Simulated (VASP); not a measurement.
Write the native input for VASP 6.6.1 that does the following.

- Task: single point
- Functional: PBE
- Dispersion: D3(BJ)
- Potentials or basis: VASP PAW PBE potentials, release 64 (I)
- Cutoff: 520 eV
- k mesh: 6 × 6 × 6
- Occupations: gaussian, width 0.1 eV
- Spin: no spin polarisation
- Dipole correction: no
- Further INCAR settings: ALGO = Normal; EDIFF = 1e-06; NBANDS = 10

The structure of I lies in POSCAR:

```
I
1.0
    0.0000000000      2.3656004428      3.9098401324
    2.1922454667      0.0000000000      3.9098401324
    2.1922454667      2.3656004428      0.0000000000
I
1
Direct
    0.0000000000      0.0000000000      0.0000000000
```

One way to write it, as run:

INCAR

```
SYSTEM = I
ALGO = Normal
EDIFF = 1E-6
ENCUT = 520
GGA = PE
ISIF = 2
ISMEAR = 0
IVDW = 12
LASPH = .True.
LCHARG = .True.
LELF = .True.
LREAL = .False.
LVHAR = .True.
LWAVE = .False.
NBANDS = 10
NELM = 60
PREC = Accurate
SIGMA = 0.1
```

KPOINTS

```
k-points
0
Gamma
  6 6 6
  0 0 0
```

Potentials or basis: VASP PAW PBE potentials, release 64 (I).

Launch:

```console
$ cat potpaw_PBE.64/I/POTCAR > POTCAR
$ mpirun -np 1 vasp_std > vasp.out
```

Results of the run:

```
Pressure                   : -0.8 GPa
Dispersion energy per atom : -0.317 eV
```

Caveat: an odd number of electrons without spin polarisation forces a metal; a magnetic or distorted state may lie lower; pairwise dispersion overbinds metals, which lowers pressure and volume.

Wall time 13 s on 1 thread of Intel(R) Xeon(R) 6975P-C (Granite Rapids) (shared host), peak memory 0.19 GiB.
